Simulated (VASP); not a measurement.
# KCl (P4/mmm) in VASP: notebook

The runs below take KCl through single point, with LDA.

Program: VASP 6.6.1. These are calculated values, not measurements. Logs are shortened: lines on timing, memory, paths and dates and some standing lists are left out, and cuts for length are marked.

## 1. The cell of the first run

The structure is tetragonal, space group P4/mmm (No. 123). The conventional cell has a = 3.839 Å, b = 3.839 Å, c = 3.724 Å, α = 90.00°, β = 90.00°, γ = 90.00°. K (site symmetry 4/mmm) has 8 Cl at 3.29 Å and 6 K at 3.72 to 3.84 Å within 4.3 Å. Cl (site symmetry 4/mmm) has 8 K at 3.29 Å and 6 Cl at 3.72 to 3.84 Å within 4.3 Å.

## 2. Single point, LDA (strain -0.0300 x Voigt [0, 1, 0, 0, 0, 0])

Contents of INCAR:

```
SYSTEM = KCl
ALGO     = Normal         ! electronic algorithm
EDIFF    = 1E-7           ! SCF threshold, eV
ENCUT    = 520            ! plane-wave cutoff, eV
GGA      = CA             ! functional
ISIF     = 2              ! what is computed and relaxed
ISMEAR   = 0              ! smearing method
LASPH    = .True.         ! aspherical terms in the spheres
LCHARG   = .False.        ! write CHGCAR
LREAL    = .False.        ! projectors in reciprocal space
LWAVE    = .False.        ! write WAVECAR
NBANDS   = 15             ! bands
NELM     = 100            ! most SCF steps
PREC     = Accurate       ! precision mode
SIGMA    = 0.05           ! smearing width, eV
```

Contents of KPOINTS:

```
k-points
0
Gamma
  6 6 6
  0 0 0
```

Contents of POSCAR:

```
KCl
1.0
    3.8391960000      0.0000000000      0.0000000000
    0.0000000000      3.7240201200      0.0000000000
    0.0000000000      0.0000000000      3.8391960000
K Cl
1 1
Direct
    0.0000000000      0.0000000000      0.0000000000
    0.5000000000      0.5000000000      0.5000000000
```

Potentials or basis: VASP PAW LDA potentials, release 64 (K_sv, Cl).

Run with:

```
cat potpaw_LDA.64/K_sv/POTCAR potpaw_LDA.64/Cl/POTCAR > POTCAR
mpirun -np 1 vasp_std > vasp.out
```

OUTCAR:

```text
SYSTEM = KCl
   EDIFF = 1E-7
   ENCUT = 520
   GGA = CA
   ISIF = 2
   ISMEAR = 0
   LASPH = .True.
   LREAL = .False.
   NELM = 100
   PREC = Accurate

 ion  position               nearest neighbor table
   1  0.000  0.000  0.000-
   2  0.500  0.500  0.500-

  LATTYP: Found a simple tetragonal cell.
 ALAT       =     3.8391960000
 C/A-ratio  =     0.9700000000

  Lattice vectors:

 A1 = (  -3.8391960000,   0.0000000000,   0.0000000000)
 A2 = (   0.0000000000,   0.0000000000,   3.8391960000)
 A3 = (   0.0000000000,   3.7240201200,   0.0000000000)

Analysis of symmetry for initial positions (statically):
=====================================================================
 Subroutine PRICEL returns:
 Original cell was already a primitive cell.

 Routine SETGRP: Setting up the symmetry group for a
 simple tetragonal supercell.

 Subroutine GETGRP returns: Found 16 space group operations
 (whereof 16 operations were pure point group operations)
 out of a pool of 16 trial point group operations.

The static configuration has the point symmetry D_4h.

Analysis of symmetry for dynamics (positions and initial velocities):
=====================================================================
 Subroutine PRICEL returns:
 Original cell was already a primitive cell.

 Routine SETGRP: Setting up the symmetry group for a
 simple tetragonal supercell.

 Subroutine GETGRP returns: Found 16 space group operations
 (whereof 16 operations were pure point group operations)
 out of a pool of 16 trial point group operations.

The dynamic configuration has the point symmetry D_4h.

 Subroutine INISYM returns: Found 16 space group operations
 (whereof 16 operations are pure point group operations),
 and found     1 'primitive' translations

----------------------------------------------------------------------------------------

                                     Primitive cell

  volume of cell :      54.8899

  direct lattice vectors                    reciprocal lattice vectors
     3.839196000  0.000000000  0.000000000     0.260471203  0.000000000  0.000000000
     0.000000000  3.724020120  0.000000000     0.000000000  0.268527013  0.000000000
     0.000000000  0.000000000  3.839196000     0.000000000  0.000000000  0.260471203

  length of vectors
     3.839196000  3.724020120  3.839196000     0.260471203  0.268527013  0.260471203

  position of ions in fractional coordinates (direct lattice)
     0.000000000  0.000000000  0.000000000
     0.500000000  0.500000000  0.500000000

  ion indices of the primitive-cell ions
   primitive index   ion index
                 1           1
                 2           2

----------------------------------------------------------------------------------------

 KPOINTS: k-points

Automatic generation of k-mesh.
 Grid dimensions read from file:
 generate k-points for:    6    6    6

 Generating k-lattice:

  Cartesian coordinates                     Fractional coordinates (reciprocal lattice)
     0.043411867  0.000000000  0.000000000     0.166666667  0.000000000  0.000000000
     0.000000000  0.044754502  0.000000000     0.000000000  0.166666667  0.000000000
     0.000000000  0.000000000  0.043411867     0.000000000  0.000000000  0.166666667

  Length of vectors
     0.043411867  0.044754502  0.043411867

  Shift w.r.t. Gamma in fractional coordinates (k-lattice)
     0.000000000  0.000000000  0.000000000

 Subroutine IBZKPT returns following result:
 ===========================================

 Found     40 irreducible k-points:

 Following reciprocal coordinates:
            Coordinates               Weight
  0.000000  0.000000  0.000000      1.000000
  0.166667  0.000000  0.000000      4.000000
  0.333333  0.000000  0.000000      4.000000
  0.500000  0.000000  0.000000      2.000000
  0.000000  0.166667  0.000000      2.000000
  0.166667  0.166667  0.000000      8.000000
[... 16 lines left out ...]
  0.166667  0.333333  0.166667      8.000000
  0.333333  0.333333  0.166667     16.000000
 [... further k-points ...]
   k-points           NKPTS =     40   k-points in BZ     NKDIM =     40   number of bands    NBANDS=     15
   number of dos      NEDOS =    301   number of ions     NIONS =      2
   total plane-waves  NPLWV =  25200
   dimension x,y,z NGX =    30 NGY =   28 NGZ =   30
   dimension x,y,z NGXF=    60 NGYF=   56 NGZF=   60
   ions per type =               1   1
   NGX,Y,Z   is equivalent  to a cutoff of  12.99, 12.50, 12.99 a.u.
   NGXF,Y,Z  is equivalent  to a cutoff of  25.98, 25.00, 25.98 a.u.
 SYSTEM =  KCl
   PREC   = accura    normal or accurate (medium, high low for compatibility)
   ISTART =      0    job   : 0-new  1-cont  2-samecut
   ICHARG =      2    charge: 1-file 2-atom 10-const
   ISPIN  =      1    spin polarized calculation?
   LNONCOLLINEAR =      F non collinear calculations
   LSORBIT =      F    spin-orbit coupling
   LASPH  =      T    aspherical Exc in radial PAW
   ENCUT  =  520.0 eV  38.22 Ry    6.18 a.u.   7.14  6.92  7.14*2*pi/ulx,y,z
   NELM   =    100;   NELMIN=  2; NELMDL= -5     # of ELM steps
   EDIFF  = 0.1E-06   stopping-criterion for ELM
   LREAL  =      F    real-space projection
   EDIFFG = 0.1E-05   stopping-criterion for IOM
   NSW    =      0    number of steps for IOM
   IBRION =     -1    ionic relax: 0-MD 1-quasi-New 2-CG
   NFREE  =      0    steps in history (QN), initial steepest desc. (CG)
   ISIF   =      2    stress and relaxation
   ISYM   =      2    0-nonsym 1-usesym 2-fastsym
   POTIM  = 0.5000    time-step for ionic-motion
   TEBEG  =    0.0;   TEEND  =   0.0 temperature during run
   PSTRESS=    0.0 pullay stress
   NELECT =      16.0000    total number of electrons
   NUPDOWN=      -1.0000    fix difference up-down
   EMIN   =  10.00;   EMAX   =-10.00  energy-range for DOS
   EFERMI =   0.00;   METHOD = LEGACY
   ISMEAR =     0;   SIGMA  =   0.05  broadening in eV -4-tet -1-fermi 0-gaus
   EFERMI_NEDOS =   21; number of points for ismear=-14 and -15
   IALGO  =     38    algorithm
   IMIX   =      4    mixing-type and parameters
     AMIX     =   0.40;   BMIX     =  1.00
     AMIX_MAG =   1.60;   BMIX_MAG =  1.00
  volume/ion in A,a.u.               =      27.44       185.21
  Fermi-wavevector in a.u.,A,eV,Ry     =   1.085469  2.051238 16.030959  1.178242
  Thomas-Fermi vector in A             =   2.221583
   LORBIT       =      0    0 simple, 1 ext, 2 COOP (PROOUT), +10 PAW based schemes
   GGA     = CA    functional components
   LHFCALC =     F    Hartree Fock is set to
   AEXX    =    0.0000 exact exchange contribution
   IVDW    =     0    specifies the selected vdW correction
   LEPSILON=     F    determine dielectric tensor
   LRPA    =     F    only Hartree local field effects (RPA)
 non-spin polarized calculation
 Gauss-broadening in eV      SIGMA  =   0.05
  energy-cutoff  :      520.00
  volume of cell :       54.89
 maximum number of plane-waves:      1492
 NGX is ok and might be reduce to    30
   NGX = 15   NGY = 13   NGZ = 15

 number of electron      16.0000002 magnetization

 Free energy of the ion-electron system (eV)
  ---------------------------------------------------
  ext. energy  EPLUGINS =         0.00000000
  ---------------------------------------------------
  free energy    TOTEN  =        -7.28140887 eV

  energy without entropy =       -7.28140887  energy(sigma->0) =       -7.28140887

 E-fermi :  -0.6084     XC(G=0):  -8.7546

 val. band max:       -0.8186353349   @ k =   0.5000   0.0000   0.5000
 cond. band min:       3.5689158415   @ k =   0.0000   0.0000   0.0000
 fundamental gap:      4.3875511764
 Fermi energy:        -0.6083864225

 k-point     1 :       0.0000    0.0000    0.0000
  band No.  band energies     occupation
      1     -28.5491      2.00000
      2     -13.4583      2.00000
      3     -12.1674      2.00000
      4     -12.1674      2.00000
      5     -12.1474      2.00000
      6      -1.1875      2.00000
      7      -1.1875      2.00000
      8      -1.0150      2.00000
      9       3.5689      0.00000
     10       5.2299      0.00000
     11       5.3701      0.00000
     12       9.4958      0.00000
     13       9.7247      0.00000
     14       9.7247      0.00000
     15      12.5326      0.00000

 k-point     2 :       0.1667    0.0000    0.0000
  band No.  band energies     occupation
      1     -28.5438      2.00000
      2     -13.5080      2.00000
      3     -12.1586      2.00000
      4     -12.1394      2.00000
      5     -12.1262      2.00000
      6      -1.7042      2.00000
      7      -1.1966      2.00000
      8      -1.0191      2.00000
      9       4.2151      0.00000
     10       5.5580      0.00000
     11       5.8198      0.00000
     12       9.4271      0.00000
     13       9.6287      0.00000
     14       9.8509      0.00000
     15      11.5768      0.00000

 k-point     3 :       0.3333    0.0000    0.0000
  band No.  band energies     occupation
      1     -28.5331      2.00000
      2     -13.6075      2.00000
      3     -12.1409      2.00000
      4     -12.1233      2.00000
      5     -12.0379      2.00000
      6      -2.5088      2.00000
      7      -1.2159      2.00000
      8      -1.0281      2.00000
      9       5.5184      0.00000
     10       6.1802      0.00000
     11       6.8709      0.00000
     12       9.4160      0.00000
     13       9.5443      0.00000
     14       9.9032      0.00000
     15      10.1420      0.00000

 k-point     4 :       0.5000    0.0000    0.0000
  band No.  band energies     occupation
      1     -28.5277      2.00000
      2     -13.6571      2.00000
      3     -12.1320      2.00000
      4     -12.1152      2.00000
      5     -11.9907      2.00000
      6      -2.8469      2.00000
      7      -1.2261      2.00000
      8      -1.0332      2.00000
      9       6.5375      0.00000
     10       6.6384      0.00000
     11       7.1188      0.00000
     12       8.9923      0.00000
     13       9.5177      0.00000
     14       9.5754      0.00000
     15      10.3149      0.00000
[... 307 lines left out ...]
 k-point    22 :       0.5000    0.1667    0.1667
  band No.  band energies     occupation
      1     -28.5160      2.00000
      2     -13.4772      2.00000
      3     -12.2041      2.00000
      4     -12.1864      2.00000
      5     -12.1235      2.00000
      6      -2.5733      2.00000
      7      -1.5051      2.00000
      8      -1.3267      2.00000
      9       6.6350      0.00000
     10       6.8223      0.00000
     11       6.9298      0.00000
     12       8.6223      0.00000
     13       8.8942      0.00000
     14       9.0492      0.00000
     15      11.2632      0.00000

 k-point    23 :       0.1667    0.3333    0.1667
  band No.  band energies     occupation
      1     -28.5171      2.00000
      2     -13.4585      2.00000
      3     -12.2648      2.00000
      4     -12.1910      2.00000
      5     -12.0753      2.00000
      6      -2.2865      2.00000
      7      -1.5131      2.00000
      8      -1.4557      2.00000
      9       6.0762      0.00000
     10       6.6493      0.00000
     11       7.2165      0.00000
     12       8.4443      0.00000
     13       8.5763      0.00000
     14       8.9412      0.00000
     15      11.6146      0.00000

 k-point    24 :       0.3333    0.3333    0.1667
  band No.  band energies     occupation
      1     -28.5073      2.00000
      2     -13.3290      2.00000
      3     -12.3545      2.00000
      4     -12.2106      2.00000
      5     -12.1499      2.00000
      6      -2.1555      2.00000
      7      -2.0096      2.00000
      8      -1.4307      2.00000
      9       6.0768      0.00000
     10       6.8514      0.00000
     11       7.7278      0.00000
     12       7.8540      0.00000
     13       8.6135      0.00000
     14       8.9451      0.00000
     15      11.6927      0.00000

 [... further k-points ...]
[... 5 lines left out ...]
  --------------------------------------------------------------------------------------
  -------------------------------------------------------------------------------------
  Total       -1.0863428     -0.6337757     -1.0863428      0.0000000      0.0000000      0.0000000
  in kB      -31.7091696    -18.4992279    -31.7091696      0.0000000      0.0000000      0.0000000
  external PRESSURE =     -27.3058557 kB  Pullay stress =       0.0000000 kB

 VOLUME and BASIS-vectors are now :
 -----------------------------------------------------------------------------
  energy-cutoff  :      520.00
  volume of cell :       54.89
      direct lattice vectors                 reciprocal lattice vectors
     3.839196000  0.000000000  0.000000000     0.260471203  0.000000000  0.000000000
     0.000000000  3.724020120  0.000000000     0.000000000  0.268527013  0.000000000
     0.000000000  0.000000000  3.839196000     0.000000000  0.000000000  0.260471203

 POSITION                                       TOTAL-FORCE (eV/Angst)
 -----------------------------------------------------------------------------------
      0.00000      0.00000      0.00000         0.000000      0.000000      0.000000
      1.91960      1.86201      1.91960         0.000000      0.000000      0.000000
 -----------------------------------------------------------------------------------
    total drift:                                0.000000      0.000000     -0.000000

  FREE ENERGIE OF THE ION-ELECTRON SYSTEM (eV)
  ---------------------------------------------------
  free  energy   TOTEN  =        -7.2814088697 eV

  energy  without entropy=       -7.2814088697  energy(sigma->0) =       -7.28140887
```

Run time: 24 s. Hardware: 1 thread of Intel Xeon Platinum 8488C (Sapphire Rapids), shared host; peak memory 0.16 GiB.

Results:

| Item | Value |
| --- | --- |
| Free energy | -7.2814 eV |
| Pressure | -2.7 GPa |
| Band gap on the k mesh | 4.39 eV (least direct gap 4.58 eV) |

Caveat: the cell differs from its parent crystal (strain -0.0300 x Voigt [0, 1, 0, 0, 0, 0]). A k mesh can miss the band edges.

[end of part 1 of 2]
